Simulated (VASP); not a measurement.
# AlN (Fm-3m) in VASP: notebook

AlN is run at these levels: PBE; tasks: single point.

Program: VASP 6.6.1. These are calculated values, not measurements. Logs are shortened: lines on timing, memory, paths and dates and some standing lists are left out, and cuts for length are marked.

**1. The cell of the first run**

It takes space group Fm-3m (No. 225, cubic). The conventional cell has a = 4.038 Å, b = 4.038 Å, c = 4.038 Å, α = 90.00°, β = 90.00°, γ = 90.00°. Al (site symmetry m-3m) has 6 N at 2.02 Å within 2.7 Å. Within 2.7 Å of N (site symmetry m-3m) lie 6 Al at 2.02 Å.

**2. Single point, PBE**

File INCAR:

```
SYSTEM = AlN
PREC = Accurate
ENCUT = 600
EDIFF = 1E-6
ISMEAR = 0
SIGMA = 0.5
LREAL = .FALSE.
LASPH = .TRUE.
NELM = 120
ALGO = Normal
ISIF = 2
LWAVE = .FALSE.
LCHARG = .FALSE.
GGA = PE
NBANDS = 11
GGA_COMPAT = .FALSE.
```

File KPOINTS:

```
Automatic mesh
0
G
  8 8 8
  0 0 0
```

File POSCAR:

```
AlN
1.0
    0.0000000000      2.0188684454      2.0188684454
    2.0188684454      0.0000000000      2.0188684454
    2.0188684454      2.0188684454      0.0000000000
Al N
1 1
Direct
    0.0000000000      0.0000000000      0.0000000000
    0.5000000000      0.5000000000      0.5000000000
```

Potentials or basis: VASP PAW PBE potentials, release 64 (Al, N).

The run is started by

```console
cat potpaw_PBE.64/Al/POTCAR potpaw_PBE.64/N/POTCAR > POTCAR
mpirun -np 1 vasp_std > vasp.out
```

OUTCAR:

```text
SYSTEM = AlN
   PREC = Accurate
   ENCUT = 600
   EDIFF = 1E-6
   ISMEAR = 0
   LREAL = .FALSE.
   LASPH = .TRUE.
   NELM = 120
   ISIF = 2
   GGA = PE

 ion  position               nearest neighbor table
   1  0.000  0.000  0.000-   2 2.02   2 2.02   2 2.02   2 2.02   2 2.02   2 2.02
   2  0.500  0.500  0.500-   1 2.02   1 2.02   1 2.02   1 2.02   1 2.02   1 2.02

  LATTYP: Found a face centered cubic cell.
 ALAT       =     4.0377368908

  Lattice vectors:

 A1 = (   0.0000000000,   2.0188684454,   2.0188684454)
 A2 = (   2.0188684454,   0.0000000000,   2.0188684454)
 A3 = (   2.0188684454,   2.0188684454,   0.0000000000)

Analysis of symmetry for initial positions (statically):
=====================================================================
 Subroutine PRICEL returns:
 Original cell was already a primitive cell.

 Routine SETGRP: Setting up the symmetry group for a
 face centered cubic supercell.

 Subroutine GETGRP returns: Found 48 space group operations
 (whereof 48 operations were pure point group operations)
 out of a pool of 48 trial point group operations.

The static configuration has the point symmetry O_h .

Analysis of symmetry for dynamics (positions and initial velocities):
=====================================================================
 Subroutine PRICEL returns:
 Original cell was already a primitive cell.

 Routine SETGRP: Setting up the symmetry group for a
 face centered cubic supercell.

 Subroutine GETGRP returns: Found 48 space group operations
 (whereof 48 operations were pure point group operations)
 out of a pool of 48 trial point group operations.

The dynamic configuration has the point symmetry O_h .

 Subroutine INISYM returns: Found 48 space group operations
 (whereof 48 operations are pure point group operations),
 and found     1 'primitive' translations

----------------------------------------------------------------------------------------

                                     Primitive cell

  volume of cell :      16.4571

  direct lattice vectors                    reciprocal lattice vectors
     0.000000000  2.018868445  2.018868445    -0.247663488  0.247663488  0.247663488
     2.018868445  0.000000000  2.018868445     0.247663488 -0.247663488  0.247663488
     2.018868445  2.018868445  0.000000000     0.247663488  0.247663488 -0.247663488

  length of vectors
     2.855111136  2.855111136  2.855111136     0.428965744  0.428965744  0.428965744

  position of ions in fractional coordinates (direct lattice)
     0.000000000  0.000000000  0.000000000
     0.500000000  0.500000000  0.500000000
[... 74 lines left out ...]
   LASPH  =      T    aspherical Exc in radial PAW
   ENCUT  =  600.0 eV  44.10 Ry    6.64 a.u.   5.70  5.70  5.70*2*pi/ulx,y,z
   NELM   =    120;   NELMIN=  2; NELMDL= -5     # of ELM steps
   EDIFF  = 0.1E-05   stopping-criterion for ELM
   LREAL  =      F    real-space projection
[... 7 lines left out ...]
   TEBEG  =    0.0;   TEEND  =   0.0 temperature during run
   PSTRESS=    0.0 pullay stress
   NELECT =       8.0000    total number of electrons
   NUPDOWN=      -1.0000    fix difference up-down
   EMIN   =  10.00;   EMAX   =-10.00  energy-range for DOS
   EFERMI =   0.00;   METHOD = LEGACY
   ISMEAR =     0;   SIGMA  =   0.50  broadening in eV -4-tet -1-fermi 0-gaus
   EFERMI_NEDOS =   21; number of points for ismear=-14 and -15
   IALGO  =     38    algorithm
   IMIX   =      4    mixing-type and parameters
     AMIX     =   0.40;   BMIX     =  1.00
     AMIX_MAG =   1.60;   BMIX_MAG =  1.00
  volume/ion in A,a.u.               =       8.23        55.53
  Fermi-wavevector in a.u.,A,eV,Ry     =   1.287222  2.432497 22.544046  1.656941
  Thomas-Fermi vector in A             =   2.419249
   LORBIT       =      0    0 simple, 1 ext, 2 COOP (PROOUT), +10 PAW based schemes
   GGA     = PE    functional components
   LHFCALC =     F    Hartree Fock is set to
   AEXX    =    0.0000 exact exchange contribution
   IVDW    =     0    specifies the selected vdW correction
   LEPSILON=     F    determine dielectric tensor
   LRPA    =     F    only Hartree local field effects (RPA)
 non-spin polarized calculation
 Gauss-broadening in eV      SIGMA  =   0.50
  energy-cutoff  :      600.00
  volume of cell :       16.46
 maximum number of plane-waves:       568
   NGX = 11   NGY = 11   NGZ = 11

 number of electron       7.9999999 magnetization

 Free energy of the ion-electron system (eV)
  ---------------------------------------------------
  ext. energy  EPLUGINS =         0.00000000
  ---------------------------------------------------
  free energy    TOTEN  =       -14.53967347 eV

  energy without entropy =      -14.53967347  energy(sigma->0) =      -14.53967347

 E-fermi :  12.1063     XC(G=0): -12.3045

 val. band max:       10.0170347938   @ k =   0.0000   0.0000   0.0000
 cond. band min:      14.6621627927   @ k =   0.5000   0.5000   0.0000
 fundamental gap:      4.6451279989
 Fermi energy:        12.1062723160

 k-point     1 :       0.0000    0.0000    0.0000
  band No.  band energies     occupation
      1      -7.5738      2.00000
      2      10.0170      2.00000
      3      10.0170      2.00000
      4      10.0170      2.00000
      5      15.7553      0.00000
      6      22.1971      0.00000
      7      22.1971      0.00000
      8      22.1971      0.00000
      9      27.3488      0.00000
     10      27.8363      0.00000
     11      27.8363      0.00000
[... 309 lines left out ...]
 k-point    24 :      -0.3750    0.2500    0.1250
  band No.  band energies     occupation
      1      -3.7955      2.00000
      2       2.5716      2.00000
      3       6.3038      2.00000
      4       8.0275      2.00000
      5      18.4752      0.00000
      6      18.6118      0.00000
      7      22.3721      0.00000
      8      22.8491      0.00000
      9      28.2118      0.00000
     10      29.1277      0.00000
     11      32.5365      0.00000

 [... further k-points ...]
[... 5 lines left out ...]
  --------------------------------------------------------------------------------------
  -------------------------------------------------------------------------------------
  Total        0.6131983      0.6131983      0.6131983      0.0000000      0.0000000     -0.0000000
  in kB       59.6976853     59.6976853     59.6976853      0.0000000      0.0000000     -0.0000000
  external PRESSURE =      59.6976853 kB  Pullay stress =       0.0000000 kB

 VOLUME and BASIS-vectors are now :
 -----------------------------------------------------------------------------
  energy-cutoff  :      600.00
  volume of cell :       16.46
      direct lattice vectors                 reciprocal lattice vectors
     0.000000000  2.018868445  2.018868445    -0.247663488  0.247663488  0.247663488
     2.018868445  0.000000000  2.018868445     0.247663488 -0.247663488  0.247663488
     2.018868445  2.018868445  0.000000000     0.247663488  0.247663488 -0.247663488

 POSITION                                       TOTAL-FORCE (eV/Angst)
 -----------------------------------------------------------------------------------
      0.00000      0.00000      0.00000        -0.000000     -0.000000     -0.000000
      2.01887      2.01887      2.01887         0.000000      0.000000      0.000000
 -----------------------------------------------------------------------------------
    total drift:                               -0.000000     -0.000000      0.000000

  FREE ENERGIE OF THE ION-ELECTRON SYSTEM (eV)
  ---------------------------------------------------
  free  energy   TOTEN  =       -14.5396734680 eV

  energy  without entropy=      -14.5396734679  energy(sigma->0) =      -14.53967347
```

It took 9.4 s on 1 thread of Intel Xeon 8259CL, shared host; peak memory 0.13 GiB.

Results:

```
Free energy            : -14.5397 eV
Pressure               : 6.0 GPa
Band gap on the k mesh : 4.65 eV, indirect (least direct gap 5.74 eV)
```

Levels at points of the mesh, in eV from the valence-band top:
| k point | band 1 | band 2 | band 3 | band 4 | band 5 | band 6 | band 7 | band 8 |
| --- | --- | --- | --- | --- | --- | --- | --- | --- |
| (0.00, 0.00, 0.00) | -17.59 | 0.00 | 0.00 | 0.00 | 5.74 | 12.18 | 12.18 | 12.18 |
| (0.50, 0.00, 0.00) | -14.31 | -8.33 | -1.08 | -1.08 | 6.16 | 11.03 | 11.03 | 13.36 |
| (0.50, 0.50, 0.00) | -13.33 | -7.41 | -2.81 | -2.81 | 4.65 | 5.30 | 14.10 | 17.31 |

**3. Single point, PBE**

File INCAR:

```
SYSTEM = AlN
PREC = Accurate ; ENCUT = 600
EDIFF = 1E-6 ; ISMEAR = 0
SIGMA = 0.01 ; LREAL = .False.
LASPH = .True. ; NELM = 120
ALGO = Normal ; ISIF = 2
LWAVE = .False. ; LCHARG = .False.
GGA = PE ; NBANDS = 11
ISYM = 0 ; GGA_COMPAT = .False.
```

File KPOINTS:

```
regular mesh
0
Gamma
  8 8 8
  0 0 0
```

POSCAR is that of step 2.

Potentials or basis: VASP PAW PBE potentials, release 64 (Al, N).

The run is started by

```console
cat potpaw_PBE.64/Al/POTCAR potpaw_PBE.64/N/POTCAR > POTCAR
mpirun -np 1 vasp_std > vasp.out
```

OUTCAR:

```text
SYSTEM = AlN
   PREC = Accurate
   ENCUT = 600
   EDIFF = 1E-6
   ISMEAR = 0
   LREAL = .False.
   LASPH = .True.
   NELM = 120
   ISIF = 2
   GGA = PE
   ISYM = 0

 ion  position               nearest neighbor table
   1  0.000  0.000  0.000-   2 2.02   2 2.02   2 2.02   2 2.02   2 2.02   2 2.02
   2  0.500  0.500  0.500-   1 2.02   1 2.02   1 2.02   1 2.02   1 2.02   1 2.02

IMPORTANT INFORMATION: All symmetrisations will be switched off!
NOSYMM: (Re-)initialisation of all symmetry stuff for point group C_1.

----------------------------------------------------------------------------------------

                                     Primitive cell

  volume of cell :      16.4571

  direct lattice vectors                    reciprocal lattice vectors
     0.000000000  2.018868445  2.018868445    -0.247663488  0.247663488  0.247663488
     2.018868445  0.000000000  2.018868445     0.247663488 -0.247663488  0.247663488
     2.018868445  2.018868445  0.000000000     0.247663488  0.247663488 -0.247663488

  length of vectors
     2.855111136  2.855111136  2.855111136     0.428965744  0.428965744  0.428965744

  position of ions in fractional coordinates (direct lattice)
     0.000000000  0.000000000  0.000000000
     0.500000000  0.500000000  0.500000000

  ion indices of the primitive-cell ions
   primitive index   ion index
                 1           1
                 2           2

----------------------------------------------------------------------------------------

 KPOINTS: regular mesh

Automatic generation of k-mesh.
 Grid dimensions read from file:
 generate k-points for:    8    8    8

 Generating k-lattice:

  Cartesian coordinates                     Fractional coordinates (reciprocal lattice)
    -0.030957936  0.030957936  0.030957936     0.125000000  0.000000000  0.000000000
     0.030957936 -0.030957936  0.030957936     0.000000000  0.125000000  0.000000000
     0.030957936  0.030957936 -0.030957936     0.000000000  0.000000000  0.125000000

  Length of vectors
     0.053620718  0.053620718  0.053620718

  Shift w.r.t. Gamma in fractional coordinates (k-lattice)
[... 75 lines left out ...]
  Thomas-Fermi vector in A             =   2.419249
   LORBIT       =      0    0 simple, 1 ext, 2 COOP (PROOUT), +10 PAW based schemes
   GGA     = PE    functional components
   LHFCALC =     F    Hartree Fock is set to
   AEXX    =    0.0000 exact exchange contribution
   IVDW    =     0    specifies the selected vdW correction
   LEPSILON=     F    determine dielectric tensor
   LRPA    =     F    only Hartree local field effects (RPA)
 non-spin polarized calculation
 Gauss-broadening in eV      SIGMA  =   0.01
  energy-cutoff  :      600.00
  volume of cell :       16.46
 maximum number of plane-waves:       568
   NGX = 11   NGY = 11   NGZ = 11

 number of electron       7.9999999 magnetization

 Free energy of the ion-electron system (eV)
  ---------------------------------------------------
  ext. energy  EPLUGINS =         0.00000000
  ---------------------------------------------------
  free energy    TOTEN  =       -14.53967350 eV

  energy without entropy =      -14.53967350  energy(sigma->0) =      -14.53967350

 E-fermi :  10.1334     XC(G=0): -12.3045

 val. band max:       10.0170270316   @ k =   0.0000   0.0000   0.0000
 cond. band min:      14.6621634385   @ k =   0.5000   0.0000   0.5000
 fundamental gap:      4.6451364069
 Fermi energy:        10.1333731049

 k-point     1 :       0.0000    0.0000    0.0000
  band No.  band energies     occupation
      1      -7.5738      2.00000
      2      10.0170      2.00000
      3      10.0170      2.00000
      4      10.0170      2.00000
      5      15.7553      0.00000
      6      22.1971      0.00000
      7      22.1971      0.00000
      8      22.1971      0.00000
      9      27.3488      0.00000
     10      27.8363      0.00000
     11      27.8363      0.00000
[... 309 lines left out ...]
 k-point    24 :       0.1250    0.1250   -0.1250
  band No.  band energies     occupation
      1      -6.4343      2.00000
      2       6.5513      2.00000
      3       8.9720      2.00000
      4       9.0436      2.00000
      5      17.7776      0.00000
      6      19.4937      0.00000
      7      21.5572      0.00000
      8      23.5421      0.00000
      9      24.6269      0.00000
     10      28.1020      0.00000
     11      29.5546      0.00000

 [... further k-points ...]
[... 5 lines left out ...]
  --------------------------------------------------------------------------------------
  -------------------------------------------------------------------------------------
  Total        0.6132511      0.6132502      0.6132523     -0.0000000     -0.0000008     -0.0000000
  in kB       59.7028250     59.7027377     59.7029430     -0.0000039     -0.0000738     -0.0000011
  external PRESSURE =      59.7028352 kB  Pullay stress =       0.0000000 kB

 VOLUME and BASIS-vectors are now :
 -----------------------------------------------------------------------------
  energy-cutoff  :      600.00
  volume of cell :       16.46
      direct lattice vectors                 reciprocal lattice vectors
     0.000000000  2.018868445  2.018868445    -0.247663488  0.247663488  0.247663488
     2.018868445  0.000000000  2.018868445     0.247663488 -0.247663488  0.247663488
     2.018868445  2.018868445  0.000000000     0.247663488  0.247663488 -0.247663488

 POSITION                                       TOTAL-FORCE (eV/Angst)
 -----------------------------------------------------------------------------------
      0.00000      0.00000      0.00000         0.000000     -0.000000     -0.000000
      2.01887      2.01887      2.01887        -0.000000      0.000000      0.000000
 -----------------------------------------------------------------------------------
    total drift:                                0.000000      0.000000      0.000000

  FREE ENERGIE OF THE ION-ELECTRON SYSTEM (eV)
  ---------------------------------------------------
  free  energy   TOTEN  =       -14.5396734973 eV

  energy  without entropy=      -14.5396734973  energy(sigma->0) =      -14.53967350
```

Wall time 53 s (1 thread of Intel Xeon 8259CL, shared host); peak memory 0.18 GiB.

Results:

```yaml
Free_energy: -14.5397 eV
Pressure: 6.0 GPa
Band_gap_on_the_k_mesh: 4.65 eV, indirect (least direct gap 5.74 eV)
```

A k mesh can miss the band edges.
